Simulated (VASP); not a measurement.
# SiC (wurtzite type) (P6_3mc) in VASP: relaxation of cell and atoms with PBE

Aim: the relaxation of cell and atoms of SiC (wurtzite type) with PBE.

Everything below comes from runs of VASP 6.6.1. Logs are shortened: lines on timing, memory, paths and dates and some standing lists are left out, and cuts for length are marked.

## (1) The cell of the first run

The structure is hexagonal, space group P6_3mc (No. 186). Conventional cell: a = 2.506 Å, b = 2.506 Å, c = 4.085 Å, α = 90.00°, β = 90.00°, γ = 120.00°. Within 2.0 Å of Si (site symmetry 3m) lie 4 C at 1.53 to 1.54 Å. Within 2.0 Å of C (site symmetry 3m) lie 4 Si at 1.53 to 1.54 Å.

## (2) Relaxation of cell and atoms, PBE, target pressure 320 GPa, at which the enthalpy is minimised

INCAR reads:

```
PREC     = Accurate       # precision mode
ENCUT    = 600            # plane-wave cutoff, eV
EDIFF    = 1E-6           # SCF threshold, eV
ISMEAR   = -1             # smearing method
SIGMA    = 0.05           # smearing width, eV
LREAL    = F              # projectors in reciprocal space
LASPH    = T              # aspherical terms in the spheres
NELM     = 100            # most SCF steps
ALGO     = Normal         # electronic algorithm
ISIF     = 3              # what is computed and relaxed
LWAVE    = F              # write WAVECAR
LCHARG   = F              # write CHGCAR
GGA      = PE             # functional
IBRION   = 2              # ionic algorithm
NSW      = 60             # ionic steps
EDIFFG   = -0.005         # ionic threshold
PSTRESS  = 3200.0
```

KPOINTS reads:

```
Automatic mesh
0
Gamma
  14 14 8
```

POSCAR reads:

```
SiC
1.0
    2.5058705346      0.0000000000      0.0000000000
   -1.2529352673      2.1701475415      0.0000000000
    0.0000000000      0.0000000000      4.0845689714
Si C
2 2
Direct
    0.3333333333      0.6666666667      0.0000000000
    0.6666666667      0.3333333333      0.5000000000
    0.3333333333      0.6666666667      0.3760000000
    0.6666666667      0.3333333333      0.8760000000
```

Potentials or basis: VASP PAW PBE potentials, release 64 (Si, C).

Launch:

```console
$ cat potpaw_PBE.64/Si/POTCAR potpaw_PBE.64/C/POTCAR > POTCAR
$ mpirun -np 1 vasp_std > vasp.out
```

OUTCAR:

```text
PREC = Accurate
   ENCUT = 600
   EDIFF = 1E-6
   ISMEAR = -1
   LREAL = F
   LASPH = T
   NELM = 100
   ISIF = 3
   GGA = PE
   IBRION = 2
   NSW = 60
   EDIFFG = -0.005
   PSTRESS = 3200.0

 ion  position               nearest neighbor table
   1  0.333  0.667  0.000-   4 1.53   4 1.53   4 1.53   3 1.54   2 2.50   2 2.50   2 2.50   2 2.50
                             2 2.50   2 2.50   3 2.55
   2  0.667  0.333  0.500-   3 1.53   3 1.53   3 1.53   4 1.54   1 2.50   1 2.50   1 2.50   1 2.50
                             1 2.50   1 2.50   4 2.55
   3  0.333  0.667  0.376-   2 1.53   2 1.53   2 1.53   1 1.54   1 2.55
   4  0.667  0.333  0.876-   1 1.53   1 1.53   1 1.53   2 1.54   2 2.55

  LATTYP: Found a hexagonal cell.
 ALAT       =     2.5058705346
 C/A-ratio  =     1.6300000000

  Lattice vectors:

 A1 = (   2.5058705346,   0.0000000000,   0.0000000000)
 A2 = (  -1.2529352673,   2.1701475415,   0.0000000000)
 A3 = (   0.0000000000,   0.0000000000,   4.0845689714)

Analysis of symmetry for initial positions (statically):
=====================================================================
 Subroutine PRICEL returns:
 Original cell was already a primitive cell.

 Routine SETGRP: Setting up the symmetry group for a
 hexagonal supercell.

 Subroutine GETGRP returns: Found 12 space group operations
 (whereof  6 operations were pure point group operations)
 out of a pool of 24 trial point group operations.

The static configuration has the point symmetry C_3v.
 The point group associated with its full space group is C_6v.

Analysis of symmetry for dynamics (positions and initial velocities):
=====================================================================
 Subroutine PRICEL returns:
 Original cell was already a primitive cell.

 Routine SETGRP: Setting up the symmetry group for a
 hexagonal supercell.

 Subroutine GETGRP returns: Found 12 space group operations
 (whereof  6 operations were pure point group operations)
 out of a pool of 24 trial point group operations.

The dynamic configuration has the point symmetry C_3v.
 The point group associated with its full space group is C_6v.

 Subroutine INISYM returns: Found 12 space group operations
 (whereof  6 operations are pure point group operations),
 and found     1 'primitive' translations

----------------------------------------------------------------------------------------

                                     Primitive cell

  volume of cell :      22.2123

  direct lattice vectors                    reciprocal lattice vectors
     2.505870535  0.000000000  0.000000000     0.399062915  0.230399081  0.000000000
    -1.252935267  2.170147541  0.000000000     0.000000000  0.460798163  0.000000000
     0.000000000  0.000000000  4.084568971     0.000000000  0.000000000  0.244823874

  length of vectors
     2.505870535  2.505870535  4.084568971     0.460798163  0.460798163  0.244823874

  position of ions in fractional coordinates (direct lattice)
     0.333333333  0.666666667  0.000000000
     0.666666667  0.333333333  0.500000000
     0.333333333  0.666666667  0.376000000
     0.666666667  0.333333333  0.876000000

  ion indices of the primitive-cell ions
   primitive index   ion index
                 1           1
                 2           2
                 3           3
                 4           4

----------------------------------------------------------------------------------------

 KPOINTS: Automatic mesh

Automatic generation of k-mesh.
 Grid dimensions read from file:
 generate k-points for:   14   14    8

 Generating k-lattice:

  Cartesian coordinates                     Fractional coordinates (reciprocal lattice)
     0.028504494  0.016457077  0.000000000     0.071428571 -0.000000000  0.000000000
     0.000000000  0.032914154  0.000000000     0.000000000  0.071428571  0.000000000
     0.000000000  0.000000000  0.030602984     0.000000000  0.000000000  0.125000000

  Length of vectors
     0.032914154  0.032914154  0.030602984

  Shift w.r.t. Gamma in fractional coordinates (k-lattice)
     0.000000000  0.000000000  0.000000000

 Subroutine IBZKPT returns following result:
 ===========================================

 Found    120 irreducible k-points:

 Following reciprocal coordinates:
            Coordinates               Weight
  0.000000  0.000000  0.000000      1.000000
  0.071429  0.000000  0.000000      6.000000
  0.142857  0.000000  0.000000      6.000000
  0.214286  0.000000  0.000000      6.000000
  0.285714  0.000000  0.000000      6.000000
  0.357143  0.000000  0.000000      6.000000
[... 16 lines left out ...]
  0.285714  0.285714  0.000000      6.000000
  0.357143  0.285714  0.000000      6.000000
 [... further k-points ...]
   k-points           NKPTS =    120   k-points in BZ     NKDIM =    120   number of bands    NBANDS=     12
   number of dos      NEDOS =    301   number of ions     NIONS =      4
   total plane-waves  NPLWV =  14400
   dimension x,y,z NGX =    20 NGY =   20 NGZ =   36
   dimension x,y,z NGXF=    40 NGYF=   40 NGZF=   72
   ions per type =               2   2
   NGX,Y,Z   is equivalent  to a cutoff of  13.27, 13.27, 14.65 a.u.
   NGXF,Y,Z  is equivalent  to a cutoff of  26.54, 26.54, 29.30 a.u.
 SYSTEM =  unknown system
   PREC   = accura    normal or accurate (medium, high low for compatibility)
   ISTART =      0    job   : 0-new  1-cont  2-samecut
   ICHARG =      2    charge: 1-file 2-atom 10-const
   ISPIN  =      1    spin polarized calculation?
   LNONCOLLINEAR =      F non collinear calculations
   LSORBIT =      F    spin-orbit coupling
   LASPH  =      T    aspherical Exc in radial PAW
   ENCUT  =  600.0 eV  44.10 Ry    6.64 a.u.   5.00  5.00  8.16*2*pi/ulx,y,z
   NELM   =    100;   NELMIN=  2; NELMDL= -5     # of ELM steps
   EDIFF  = 0.1E-05   stopping-criterion for ELM
   LREAL  =      F    real-space projection
   EDIFFG = -.5E-02   stopping-criterion for IOM
   NSW    =     60    number of steps for IOM
   IBRION =      2    ionic relax: 0-MD 1-quasi-New 2-CG
   NFREE  =      1    steps in history (QN), initial steepest desc. (CG)
   ISIF   =      3    stress and relaxation
   ISYM   =      2    0-nonsym 1-usesym 2-fastsym
   POTIM  = 0.5000    time-step for ionic-motion
   TEBEG  =    0.0;   TEEND  =   0.0 temperature during run
   PSTRESS= 3200.0 pullay stress
   NELECT =      16.0000    total number of electrons
   NUPDOWN=      -1.0000    fix difference up-down
   EMIN   =  10.00;   EMAX   =-10.00  energy-range for DOS
   EFERMI =   0.00;   METHOD = LEGACY
   ISMEAR =    -1;   SIGMA  =   0.05  broadening in eV -4-tet -1-fermi 0-gaus
   EFERMI_NEDOS =   21; number of points for ismear=-14 and -15
   IALGO  =     38    algorithm
   IMIX   =      4    mixing-type and parameters
     AMIX     =   0.40;   BMIX     =  1.00
     AMIX_MAG =   1.60;   BMIX_MAG =  1.00
  volume/ion in A,a.u.               =       5.55        37.47
  Fermi-wavevector in a.u.,A,eV,Ry     =   1.467518  2.773207 29.301632  2.153609
  Thomas-Fermi vector in A             =   2.583126
   LORBIT       =      0    0 simple, 1 ext, 2 COOP (PROOUT), +10 PAW based schemes
   GGA     = PE    functional components
   LHFCALC =     F    Hartree Fock is set to
   AEXX    =    0.0000 exact exchange contribution
   IVDW    =     0    specifies the selected vdW correction
   LEPSILON=     F    determine dielectric tensor
   LRPA    =     F    only Hartree local field effects (RPA)
 conjugate gradient relaxation of ions
 non-spin polarized calculation
  energy-cutoff  :      600.00
  volume of cell :       22.21
 maximum number of plane-waves:       764
 NGX is ok and might be reduce to    20
   NGX =  9   NGY =  9   NGZ = 17

--------------------------------------- Ionic step        1  -------------------------------------------

 number of electron      16.0000002 magnetization

 Free energy of the ion-electron system (eV)
  ---------------------------------------------------
  ext. energy  EPLUGINS =         0.00000000
  ---------------------------------------------------
  free energy    TOTEN  =       -13.53936671 eV

  energy without entropy =      -13.53936643  energy(sigma->0) =      -13.53936657

------------------------ aborting loop because EDIFF is reached ----------------------------------------

  FORCE on cell =-STRESS in cart. coord.  units (eV):
  Direction    XX          YY          ZZ          XY          YZ          ZX
  --------------------------------------------------------------------------------------
  -------------------------------------------------------------------------------------
  Total       61.3985609     61.3985609     60.6156417      0.0000000      0.0000000      0.0000000
  in kB     4428.6835580   4428.6835578   4372.2115265      0.0000000      0.0000000      0.0000000
  external PRESSURE =    1209.8595475 kB  Pullay stress =    3200.0000000 kB
[... 99 lines left out ...]
  FREE ENERGIE OF THE ION-ELECTRON SYSTEM (eV)
  ---------------------------------------------------
  free  energy   TOTEN  =       -19.7375896431 eV

  energy  without entropy=      -19.7375896274  energy(sigma->0) =      -19.73758964

  enthalpy is  TOTEN    =        30.1053292508 eV   P V=       49.8429188940

[... ionic steps 4 to 34 ...]

--------------------------------------- Ionic step       35  -------------------------------------------

 number of electron      16.0000001 magnetization

------------------------ aborting loop because EDIFF is reached ----------------------------------------

  FORCE on cell =-STRESS in cart. coord.  units (eV):
  Direction    XX          YY          ZZ          XY          YZ          ZX
  --------------------------------------------------------------------------------------
  -------------------------------------------------------------------------------------
  Total       46.0892080     46.0892066     46.0591084      0.0000000     -0.0000000      0.0000000
  in kB     3200.9365164   3200.9364210   3198.8460782      0.0000000     -0.0000000      0.0000000
  external PRESSURE =       0.2396719 kB  Pullay stress =    3200.0000000 kB
[... 65 lines left out ...]
  enthalpy is  TOTEN    =        28.8680698500 eV   P V=       46.0764002076

--------------------------------------- Ionic step       37  -------------------------------------------

 number of electron      16.0000001 magnetization

 Free energy of the ion-electron system (eV)
  ---------------------------------------------------
  ext. energy  EPLUGINS =         0.00000000
  ---------------------------------------------------
  free energy    TOTEN  =       -17.20985356 eV

  energy without entropy =      -17.20916340  energy(sigma->0) =      -17.20950848

 E-fermi :  19.0980     XC(G=0): -14.1310

 val. band max:       19.0806226781   @ k =   0.0714   0.0000   0.0000
 cond. band min:      19.1393466313   @ k =   0.4286   0.0000   0.0000
 fundamental gap:      0.0587239532
 Fermi energy:        19.0979523593

 k-point     1 :       0.0000    0.0000    0.0000
  band No.  band energies     occupation
      1      -4.7731      2.00000
      2       4.7447      2.00000
      3       5.6785      2.00000
      4      11.9556      2.00000
      5      11.9556      2.00000
      6      15.5502      2.00000
      7      15.5502      2.00000
      8      19.4896      0.00079
      9      22.8484      0.00000
     10      24.7972      0.00000
     11      24.7972      0.00000
     12      26.1287      0.00000
[... 331 lines left out ...]
 k-point    24 :       0.3571    0.2857    0.0000
  band No.  band energies     occupation
      1       0.9371      2.00000
      2       1.7116      2.00000
      3       5.0501      2.00000
      4       9.7908      2.00000
      5      10.6875      2.00000
      6      11.8560      2.00000
      7      12.3405      2.00000
      8      13.6043      2.00000
      9      19.3066      0.03037
     10      23.6893      0.00000
     11      28.1815      0.00000
     12      29.4608      0.00000

 [... further k-points ...]

------------------------ aborting loop because EDIFF is reached ----------------------------------------

  FORCE on cell =-STRESS in cart. coord.  units (eV):
  Direction    XX          YY          ZZ          XY          YZ          ZX
  --------------------------------------------------------------------------------------
  -------------------------------------------------------------------------------------
  Total       46.0707051     46.0707030     46.0730971      0.0000000      0.0000000      0.0000000
  in kB     3199.4988094   3199.4986670   3199.6649281      0.0000000      0.0000000      0.0000000
  external PRESSURE =      -0.4458652 kB  Pullay stress =    3200.0000000 kB
[... 19 lines left out ...]
  FREE ENERGIE OF THE ION-ELECTRON SYSTEM (eV)
  ---------------------------------------------------
  free  energy   TOTEN  =       -17.2098535576 eV

  energy  without entropy=      -17.2091633995  energy(sigma->0) =      -17.20950848

  enthalpy is  TOTEN    =        28.8680683123 eV   P V=       46.0779218699

 reached required accuracy - stopping structural energy minimisation
```

It took 8.2 min on 1 thread of Intel Xeon 8259CL, shared host; peak memory 0.18 GiB.

Results:

```yaml
Free_energy: -17.2099 eV
Relaxed_volume: 5.77 Å³/atom
Relaxed_cell: a = 2.767 Å, b = 2.767 Å, c = 3.479 Å, α = 90.00°, β = 90.00°, γ = 120.00°
Space_group_after_relaxing_to_0.1_Å: P6_3/mmc (No. 194)
Energy_change_on_relaxing_the_run_minimises_the_enthalpy: -917.6 meV/atom
Ionic_steps: 37
Pressure_after_relaxing: 320.0 GPa
Band_gap_on_the_k_mesh: zero (bands 8 and 9 overlap by 0.55 eV)
```

The path:
| step | energy change (eV) | largest force (eV/Å) | pressure (GPa) | volume (Å³) |
| --- | --- | --- | --- | --- |
| 1 | 0.0000 | 0.4549 | 440.99 | 22.21 |
| 2 | -16.2902 | 0.8326 | 20.40 | 38.60 |
| 3 | -6.1982 | 0.3426 | 293.12 | 24.96 |
| 4 | -5.1193 | 0.2753 | 318.80 | 24.39 |
| 5 | -5.0297 | 0.2697 | 320.92 | 24.34 |
| 6 | -5.0827 | 2.6262 | 317.77 | 24.42 |
| 7 | -5.0609 | 0.1689 | 320.16 | 24.36 |
| 8 | -5.1086 | 0.1067 | 318.75 | 24.38 |
| 9 | -5.2351 | 0.0049 | 314.32 | 24.44 |
| 10 | -5.1434 | 0.0145 | 316.26 | 24.39 |
| 11 | -4.9323 | 0.0454 | 320.67 | 24.29 |
| 12 | -4.8810 | 0.0546 | 321.74 | 24.26 |
| 13 | -4.8739 | 0.0432 | 321.70 | 24.26 |
| 14 | -4.8520 | 0.0163 | 321.55 | 24.25 |
| 15 | -4.8062 | 0.0048 | 321.13 | 24.22 |
| 16 | -4.7117 | 0.0758 | 319.84 | 24.17 |
| 17 | -4.5428 | 0.6533 | 315.53 | 24.04 |
| 18 | -4.3665 | 2.3224 | 305.31 | 23.69 |
| 19 | -0.1499 | 8.3135 | 367.13 | 22.61 |
| 20 | -4.1191 | 3.4551 | 308.22 | 23.59 |
| 21 | -3.4671 | 2.0701 | 315.79 | 23.15 |
| 22 | -3.8148 | 3.1216 | 310.30 | 23.31 |
| 23 | -3.6948 | 2.7818 | 312.09 | 23.25 |
| 24 | -3.6278 | 2.5835 | 313.15 | 23.21 |
| 25 | -3.6555 | 2.1574 | 313.81 | 23.19 |
| 26 | -3.6646 | 1.0652 | 316.82 | 23.11 |
| 27 | -3.4042 | 0.3909 | 327.19 | 22.94 |
| 28 | -3.4903 | 0.1448 | 324.42 | 22.98 |
| 29 | -3.5039 | 0.0965 | 323.95 | 22.99 |
| 30 | -3.5756 | 0.0794 | 322.18 | 23.02 |
| 31 | -3.7222 | 0.0445 | 318.55 | 23.10 |
| 32 | -3.6961 | 0.0508 | 319.21 | 23.08 |
| 33 | -3.6858 | 0.0352 | 319.51 | 23.08 |
| 34 | -3.6677 | 0.0085 | 320.04 | 23.07 |
| 35 | -3.6683 | 0.0093 | 320.02 | 23.07 |
| 36 | -3.6690 | 0.0067 | 320.00 | 23.07 |
| 37 | -3.6705 | 0.0004 | 319.96 | 23.07 |

Final structure:
```
Si C
1.0
     2.76724    0.00000    0.00000
    -1.38362    2.39650    0.00000
     0.00000    0.00000    3.47880
Si C
2 2
Direct
  0.33333 0.66667 0.93801
  0.66667 0.33333 0.43801
  0.33333 0.66667 0.43799
  0.66667 0.33333 0.93799
```

Caveat: the cell is relaxed towards a set pressure, so the run minimises the enthalpy, not the energy; semilocal functionals underestimate gaps, so a narrow gap can read as zero.
